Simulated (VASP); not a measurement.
# BN (Cmm2) in VASP: further runs

BN is run at these levels: r2SCAN; tasks: single point.

All numbers are computed with VASP 6.6.1; they aren't measurements. Logs are shortened: lines on timing, memory, paths and dates and some standing lists are left out, and cuts for length are marked.

## 1. The cell of the first run

The structure is orthorhombic, space group Cmm2 (No. 35). Conventional cell: a = 5.128 Å, b = 5.128 Å, c = 3.626 Å, α = 90.00°, β = 90.00°, γ = 90.00°. Within 2.1 Å of B (site symmetry m) lie 4 N at 1.57 to 1.69 Å. B (site symmetry m) has 4 N at 1.46 to 1.57 Å within 2.0 Å. N (site symmetry mm2) has 4 B at 1.46 to 1.69 Å within 2.0 Å. Within 2.1 Å of N (site symmetry mm2) lie 4 B at 1.57 Å. Within 2.1 Å of N (site symmetry 2) lie 4 B at 1.57 Å.

## 2. Single point, r2SCAN (atom 5 (N) moved -0.200 Å along Cartesian [0 0 1])

POSCAR

```
BN
1.0
    3.6260020000      0.0000000000      0.0000000000
    0.0000000000     -3.6260020000      0.0000000000
    0.0000000000      0.0000000000     -3.6260020000
B N
4 4
Direct
    0.0000000000      0.5000000000      0.5000000000
    0.5000000000      0.0000000000      0.5000000000
    0.5000000000      0.5000000000      0.0000000000
    0.0000000000      0.0000000000      0.0000000000
    0.7500000000      0.7500000000      0.8051571676
    0.2500000000      0.2500000000      0.7500000000
    0.2500000000      0.7500000000      0.2500000000
    0.7500000000      0.2500000000      0.2500000000
```

INCAR.step1

```
SYSTEM = BN
PREC = Accurate ; ENCUT = 1460
ISMEAR = 0 ; SIGMA = 0.05
LREAL = .False. ; LASPH = .True.
NELM = 120 ; NBANDS = 26
GGA = PE ; ALGO = Normal
EDIFF = 1E-5 ; LWAVE = .True.
LCHARG = .False. ; GGA_COMPAT = .False.
```

INCAR.step2

```
SYSTEM = BN
PREC = Accurate ; ENCUT = 1460
EDIFF = 1E-6 ; ISMEAR = 0
SIGMA = 0.05 ; LREAL = .False.
LASPH = .True. ; NELM = 120
ALGO = Normal ; ISIF = 2
LWAVE = .False. ; LCHARG = .True.
METAGGA = R2SCAN ; LMIXTAU = .True.
LELF = .True. ; LVHAR = .True.
NBANDS = 26 ; ISTART = 1
GGA_COMPAT = .False.
```

KPOINTS

```
Automatic mesh
0
Gamma
  6 6 6
  0 0 0
```

Potentials or basis: VASP PAW PBE potentials, release 64 (B_h, N_h).

Command:

```
> cat potpaw_PBE.64/B_h/POTCAR potpaw_PBE.64/N_h/POTCAR > POTCAR
> cp INCAR.step1 INCAR
> mpirun -np 1 vasp_std > vasp.out
> cp INCAR.step2 INCAR
> mpirun -np 1 vasp_std > vasp.out
```

OUTCAR:

```text
SYSTEM = BN
   PREC = Accurate
   ENCUT = 1460
   EDIFF = 1E-6
   ISMEAR = 0
   LREAL = .False.
   LASPH = .True.
   NELM = 120
   ISIF = 2
   METAGGA = R2SCAN
   ISTART = 1

 ion  position               nearest neighbor table
   1  0.000  0.500  0.500-
   2  0.500  0.000  0.500-
   3  0.500  0.500  0.000-
   4  0.000  0.000  0.000-
   5  0.750  0.750  0.805-
   6  0.250  0.250  0.750-
   7  0.250  0.750  0.250-
   8  0.750  0.250  0.250-

  LATTYP: Found a simple cubic cell.
 ALAT       =     3.6260020000

  Lattice vectors:

 A1 = (   3.6260020000,   0.0000000000,   0.0000000000)
 A2 = (   0.0000000000,  -3.6260020000,   0.0000000000)
 A3 = (   0.0000000000,   0.0000000000,  -3.6260020000)

Analysis of symmetry for initial positions (statically):
=====================================================================
 Subroutine PRICEL returns:
 Original cell was already a primitive cell.

 Routine SETGRP: Setting up the symmetry group for a
 simple cubic supercell.

 Subroutine GETGRP returns: Found  4 space group operations
 (whereof  2 operations were pure point group operations)
 out of a pool of 48 trial point group operations.

The static configuration has the point symmetry C_1h.
 The point group associated with its full space group is C_2v.

Analysis of symmetry for dynamics (positions and initial velocities):
=====================================================================
 Subroutine PRICEL returns:
 Original cell was already a primitive cell.

 Routine SETGRP: Setting up the symmetry group for a
 simple cubic supercell.

 Subroutine GETGRP returns: Found  4 space group operations
 (whereof  2 operations were pure point group operations)
 out of a pool of 48 trial point group operations.

The dynamic configuration has the point symmetry C_1h.
 The point group associated with its full space group is C_2v.

 Subroutine INISYM returns: Found  4 space group operations
 (whereof  2 operations are pure point group operations),
 and found     1 'primitive' translations

----------------------------------------------------------------------------------------

                                     Primitive cell

  volume of cell :      47.6743

  direct lattice vectors                    reciprocal lattice vectors
     3.626002000  0.000000000  0.000000000     0.275785838  0.000000000  0.000000000
     0.000000000 -3.626002000  0.000000000     0.000000000 -0.275785838  0.000000000
     0.000000000  0.000000000 -3.626002000     0.000000000  0.000000000 -0.275785838

  length of vectors
     3.626002000  3.626002000  3.626002000     0.275785838  0.275785838  0.275785838

  position of ions in fractional coordinates (direct lattice)
     0.000000000  0.500000000  0.500000000
     0.500000000  0.000000000  0.500000000
     0.500000000  0.500000000  0.000000000
     0.000000000  0.000000000  0.000000000
     0.750000000  0.750000000  0.805157168
     0.250000000  0.250000000  0.750000000
     0.250000000  0.750000000  0.250000000
     0.750000000  0.250000000  0.250000000

  ion indices of the primitive-cell ions
   primitive index   ion index
                 1           1
                 2           2
                 3           3
                 4           4
                 5           5
                 6           6
                 7           7
                 8           8

----------------------------------------------------------------------------------------

 KPOINTS: Automatic mesh

Automatic generation of k-mesh.
 Grid dimensions read from file:
 generate k-points for:    6    6    6

 Generating k-lattice:

  Cartesian coordinates                     Fractional coordinates (reciprocal lattice)
     0.045964306  0.000000000  0.000000000     0.166666667  0.000000000  0.000000000
     0.000000000 -0.045964306  0.000000000     0.000000000  0.166666667  0.000000000
     0.000000000  0.000000000 -0.045964306     0.000000000  0.000000000  0.166666667

  Length of vectors
     0.045964306  0.045964306  0.045964306

  Shift w.r.t. Gamma in fractional coordinates (k-lattice)
     0.000000000  0.000000000  0.000000000

 Subroutine IBZKPT returns following result:
 ===========================================

 Found     52 irreducible k-points:

 Following reciprocal coordinates:
            Coordinates               Weight
  0.000000  0.000000  0.000000      1.000000
  0.166667  0.000000  0.000000      4.000000
  0.000000  0.000000  0.166667      2.000000
  0.333333  0.000000  0.000000      4.000000
  0.000000  0.000000  0.333333      2.000000
  0.500000  0.000000  0.000000      2.000000
[... 16 lines left out ...]
  0.333333  0.000000  0.500000      4.000000
  0.500000  0.500000  0.000000      1.000000
 [... further k-points ...]
   k-points           NKPTS =     52   k-points in BZ     NKDIM =     52   number of bands    NBANDS=     26
   number of dos      NEDOS =    301   number of ions     NIONS =      8
   total plane-waves  NPLWV = 110592
   dimension x,y,z NGX =    48 NGY =   48 NGZ =   48
   dimension x,y,z NGXF=    96 NGYF=   96 NGZF=   96
   ions per type =               4   4
   NGX,Y,Z   is equivalent  to a cutoff of  22.01, 22.01, 22.01 a.u.
   NGXF,Y,Z  is equivalent  to a cutoff of  44.01, 44.01, 44.01 a.u.
 SYSTEM =  BN
   PREC   = accura    normal or accurate (medium, high low for compatibility)
   ISTART =      1    job   : 0-new  1-cont  2-samecut
   ICHARG =      0    charge: 1-file 2-atom 10-const
   ISPIN  =      1    spin polarized calculation?
   LNONCOLLINEAR =      F non collinear calculations
   LSORBIT =      F    spin-orbit coupling
   LASPH  =      T    aspherical Exc in radial PAW
   ENCUT  = 1460.0 eV 107.31 Ry   10.36 a.u.  11.30 11.30 11.30*2*pi/ulx,y,z
   NELM   =    120;   NELMIN=  2; NELMDL=  0     # of ELM steps
   EDIFF  = 0.1E-05   stopping-criterion for ELM
   LREAL  =      F    real-space projection
   EDIFFG = 0.1E-04   stopping-criterion for IOM
   NSW    =      0    number of steps for IOM
   IBRION =     -1    ionic relax: 0-MD 1-quasi-New 2-CG
   NFREE  =      0    steps in history (QN), initial steepest desc. (CG)
   ISIF   =      2    stress and relaxation
   ISYM   =      2    0-nonsym 1-usesym 2-fastsym
   POTIM  = 0.5000    time-step for ionic-motion
   TEBEG  =    0.0;   TEEND  =   0.0 temperature during run
   PSTRESS=    0.0 pullay stress
   NELECT =      32.0000    total number of electrons
   NUPDOWN=      -1.0000    fix difference up-down
   EMIN   =  10.00;   EMAX   =-10.00  energy-range for DOS
   EFERMI =   0.00;   METHOD = LEGACY
   ISMEAR =     0;   SIGMA  =   0.05  broadening in eV -4-tet -1-fermi 0-gaus
   EFERMI_NEDOS =   21; number of points for ismear=-14 and -15
   IALGO  =     38    algorithm
   IMIX   =      4    mixing-type and parameters
     AMIX     =   0.40;   BMIX     =  1.00
     AMIX_MAG =   1.60;   BMIX_MAG =  1.00
  volume/ion in A,a.u.               =       5.96        40.22
  Fermi-wavevector in a.u.,A,eV,Ry     =   1.433387  2.708709 27.954506  2.054598
  Thomas-Fermi vector in A             =   2.552911
   LORBIT       =      0    0 simple, 1 ext, 2 COOP (PROOUT), +10 PAW based schemes
   METAGGA = R2SCAN    functional components
   LHFCALC =     F    Hartree Fock is set to
   AEXX    =    0.0000 exact exchange contribution
   IVDW    =     0    specifies the selected vdW correction
   LEPSILON=     F    determine dielectric tensor
   LRPA    =     F    only Hartree local field effects (RPA)
 non-spin polarized calculation
 Gauss-broadening in eV      SIGMA  =   0.05
  energy-cutoff  :     1460.00
  volume of cell :       47.67
 maximum number of plane-waves:      6088
 NGX is ok and might be reduce to    48
   NGX = 23   NGY = 23   NGZ = 23

 number of electron      31.9999999 magnetization

 Free energy of the ion-electron system (eV)
  ---------------------------------------------------
  ext. energy  EPLUGINS =         0.00000000
  ---------------------------------------------------
  free energy    TOTEN  =       -76.10113614 eV

  energy without entropy =      -76.10113614  energy(sigma->0) =      -76.10113614

 E-fermi :   9.4940     XC(G=0): -13.7071

 val. band max:        9.2376024669   @ k =   0.0000   0.0000   0.0000
 cond. band min:      13.6315498133   @ k =   0.0000   0.0000   0.0000
 fundamental gap:      4.3939473463
 Fermi energy:         9.4940217561

 k-point     1 :       0.0000    0.0000    0.0000
  band No.  band energies     occupation
      1     -12.4161      2.00000
      2      -6.8580      2.00000
      3      -6.7313      2.00000
      4      -6.6660      2.00000
      5      -0.7060      2.00000
      6      -0.3473      2.00000
[... 18 lines left out ...]
     25      19.1793      0.00000
     26      19.4897      0.00000

 k-point     2 :       0.1667    0.0000    0.0000
  band No.  band energies     occupation
      1     -12.1854      2.00000
      2      -7.5427      2.00000
      3      -6.7176      2.00000
      4      -6.6051      2.00000
      5      -0.3952      2.00000
      6      -0.2074      2.00000
[... 18 lines left out ...]
     25      19.6242      0.00000
     26      20.3263      0.00000

 k-point     3 :       0.0000    0.0000    0.1667
  band No.  band energies     occupation
      1     -12.1882      2.00000
      2      -7.5159      2.00000
      3      -6.6801      2.00000
      4      -6.6638      2.00000
      5      -0.5265      2.00000
      6      -0.1327      2.00000
[... 18 lines left out ...]
     25      19.9370      0.00000
     26      20.0882      0.00000

 k-point     4 :       0.3333    0.0000    0.0000
  band No.  band energies     occupation
      1     -11.5038      2.00000
      2      -8.9998      2.00000
      3      -6.5551      2.00000
      4      -6.4789      2.00000
      5       0.1517      2.00000
      6       0.3161      2.00000
[... 18 lines left out ...]
     25      21.5173      0.00000
     26      21.9248      0.00000

 k-point     5 :       0.0000    0.0000    0.3333
  band No.  band energies     occupation
      1     -11.5220      2.00000
      2      -8.9479      2.00000
      3      -6.5456      2.00000
      4      -6.5214      2.00000
      5      -0.0417      2.00000
      6       0.4420      2.00000
[... 18 lines left out ...]
     25      21.1921      0.00000
     26      21.8683      0.00000

 k-point     6 :       0.5000    0.0000    0.0000
  band No.  band energies     occupation
      1     -10.4340      2.00000
      2     -10.3850      2.00000
      3      -6.4580      2.00000
      4      -6.4216      2.00000
      5       0.6308      2.00000
      6       0.8682      2.00000
[... 427 lines left out ...]
 k-point    21 :       0.5000    0.3333    0.0000
  band No.  band energies     occupation
      1      -9.6283      2.00000
      2      -9.5821      2.00000
      3      -7.6478      2.00000
      4      -7.6314      2.00000
      5       0.1007      2.00000
      6       0.4381      2.00000
[... 18 lines left out ...]
     25      22.0004      0.00000
     26      22.3676      0.00000

 k-point    22 :       0.0000    0.5000    0.3333
  band No.  band energies     occupation
      1      -9.6862      2.00000
      2      -9.5828      2.00000
      3      -7.6320      2.00000
      4      -7.5262      2.00000
      5       0.1936      2.00000
      6       0.2089      2.00000
[... 18 lines left out ...]
     25      22.3440      0.00000
     26      22.3819      0.00000

 k-point    23 :       0.3333    0.0000    0.5000
  band No.  band energies     occupation
      1      -9.8871      2.00000
      2      -9.3200      2.00000
      3      -7.7891      2.00000
      4      -7.4342      2.00000
      5       0.0776      2.00000
      6       0.3662      2.00000
[... 18 lines left out ...]
     25      21.9954      0.00000
     26      22.9010      0.00000

 k-point    24 :       0.5000    0.5000    0.0000
  band No.  band energies     occupation
      1      -8.7446      2.00000
      2      -8.6776      2.00000
      3      -8.6761      2.00000
      4      -8.6691      2.00000
      5       0.6244      2.00000
      6       0.9350      2.00000
[... 18 lines left out ...]
     25      22.0340      0.00000
     26      22.4835      0.00000

 [... further k-points ...]

------------------------ aborting loop because EDIFF is reached ----------------------------------------

  FORCE on cell =-STRESS in cart. coord.  units (eV):
  Direction    XX          YY          ZZ          XY          YZ          ZX
  --------------------------------------------------------------------------------------
  -------------------------------------------------------------------------------------
  Total       -0.2767620     -0.2767620     -1.2820190     -0.2087238      0.0000000      0.0000000
  in kB       -9.3010716     -9.3010716    -43.0844878     -7.0145271      0.0000000      0.0000000
  external PRESSURE =     -20.5622103 kB  Pullay stress =       0.0000000 kB

 VOLUME and BASIS-vectors are now :
 -----------------------------------------------------------------------------
  energy-cutoff  :     1460.00
  volume of cell :       47.67
      direct lattice vectors                 reciprocal lattice vectors
     3.626002000  0.000000000  0.000000000     0.275785838  0.000000000  0.000000000
     0.000000000 -3.626002000  0.000000000     0.000000000 -0.275785838  0.000000000
     0.000000000  0.000000000 -3.626002000     0.000000000  0.000000000 -0.275785838

 POSITION                                       TOTAL-FORCE (eV/Angst)
 -----------------------------------------------------------------------------------
      0.00000     -1.81300     -1.81300        -0.034891     -0.034891     -0.820745
      1.81300      0.00000     -1.81300         0.034891      0.034891     -0.820745
      1.81300     -1.81300      0.00000        -0.591013      0.591013     -1.424701
      0.00000      0.00000      0.00000         0.591013     -0.591013     -1.424701
      2.71950     -2.71950     -2.91950         0.000000     -0.000000      6.929327
      0.90650     -0.90650     -2.71950        -0.000000      0.000000      0.477228
      0.90650     -2.71950     -0.90650        -0.000000      0.000000     -1.457831
      2.71950     -0.90650     -0.90650         0.000000      0.000000     -1.457831
 -----------------------------------------------------------------------------------
    total drift:                                0.000000     -0.000000     -0.000557

  FREE ENERGIE OF THE ION-ELECTRON SYSTEM (eV)
  ---------------------------------------------------
  free  energy   TOTEN  =       -76.1011361393 eV

  energy  without entropy=      -76.1011361393  energy(sigma->0) =      -76.10113614
```

It took 7.7 min on 1 thread of Intel Xeon Platinum 8488C (Sapphire Rapids), shared host; peak memory 0.49 GiB.

What came out:

- Free energy: -76.1011 eV
- Pressure: -2.1 GPa
- Largest force: 6.929 eV/Å
- Band gap on the k mesh: 4.39 eV

Forces in eV/Å, atoms in the order of the input:
```
B   -0.035 -0.035 -0.821
B    0.035  0.035 -0.821
B   -0.591  0.591 -1.425
B    0.591 -0.591 -1.425
N    0.000  0.000  6.929
N    0.000  0.000  0.477
N    0.000  0.000 -1.458
N    0.000  0.000 -1.458
```

Caveat: the cell differs from its parent crystal (atom 5 (N) moved -0.200 Å along Cartesian [0 0 1]); the PAW data sets were made with another functional, which shifts forces and pressure a little.

## 3. Single point, r2SCAN (atom 5 (N) moved +0.025 Å along Cartesian [0 0 1])

POSCAR, as its differences from that of step 2:

```diff
@@ -12,3 +12,3 @@
     0.0000000000      0.0000000000      0.0000000000
-    0.7500000000      0.7500000000      0.8051571676
+    0.7500000000      0.7500000000      0.7431053541
     0.2500000000      0.2500000000      0.7500000000
```

INCAR.step1

```
SYSTEM = BN
PREC = Accurate
ENCUT = 1460
ISMEAR = 0
SIGMA = 0.05
LREAL = .False.
LASPH = .True.
NELM = 120
NBANDS = 26
GGA = PE
ALGO = Normal
EDIFF = 1E-5
LWAVE = .True.
LCHARG = .False.
GGA_COMPAT = .False.
```

INCAR.step2

```
SYSTEM = BN
PREC = Accurate
ENCUT = 1460
EDIFF = 1E-6
ISMEAR = 0
SIGMA = 0.05
LREAL = .False.
LASPH = .True.
NELM = 120
ALGO = Normal
ISIF = 2
LWAVE = .False.
LCHARG = .False.
METAGGA = R2SCAN
LMIXTAU = .True.
NBANDS = 26
ISTART = 1
GGA_COMPAT = .False.
```

KPOINTS

```
regular mesh
0
Gamma
  6 6 6
  0 0 0
```

Potentials or basis: VASP PAW PBE potentials, release 64 (B_h, N_h).

Command:

```
> cat potpaw_PBE.64/B_h/POTCAR potpaw_PBE.64/N_h/POTCAR > POTCAR
> cp INCAR.step1 INCAR
> mpirun -np 1 vasp_std > vasp.out
> cp INCAR.step2 INCAR
> mpirun -np 1 vasp_std > vasp.out
```

Wall time 7.2 min (1 thread of Intel Xeon Platinum 8488C (Sapphire Rapids), shared host); peak memory 0.5 GiB.

The run converged. Its results:

| Item | Value |
| --- | --- |
| Free energy | -76.7936 eV |
| Pressure | -5.6 GPa |
| Largest force | 0.893 eV/Å |
| Band gap on the k mesh | 4.92 eV |

Forces on the atoms (eV/Å):
```
B    0.041  0.041  0.153
B   -0.041 -0.041  0.153
B    0.032 -0.032  0.143
B   -0.032  0.032  0.143
N    0.000  0.000 -0.893
N    0.000  0.000 -0.061
N    0.000  0.000  0.181
N    0.000  0.000  0.181
```

Levels at points of the mesh, in eV from the valence-band top:
```
           k point  band 14  band 15  band 16  band 17  band 18  band 19
(0.00, 0.00, 0.00)    -0.12    -0.06     0.00     4.92     4.92     4.92
(0.50, 0.00, 0.00)    -3.14    -3.14    -3.14     7.33     7.33    10.23
(0.00, 0.00, 0.50)    -3.17    -3.12    -3.05     7.33     7.35    10.23
(0.50, 0.50, 0.00)    -2.21    -2.20    -2.11    10.28    10.33    10.34
(0.00, 0.50, 0.50)    -2.20    -2.20    -2.15    10.26    10.28    10.38
(0.50, 0.50, 0.50)    -2.05    -2.01    -1.93    10.58    10.59    10.60
```

Caveat: the cell differs from its parent crystal (atom 5 (N) moved +0.025 Å along Cartesian [0 0 1]); the cell stands under tension; the PAW data sets were made with another functional, which shifts forces and pressure a little. A k mesh can miss the band edges.
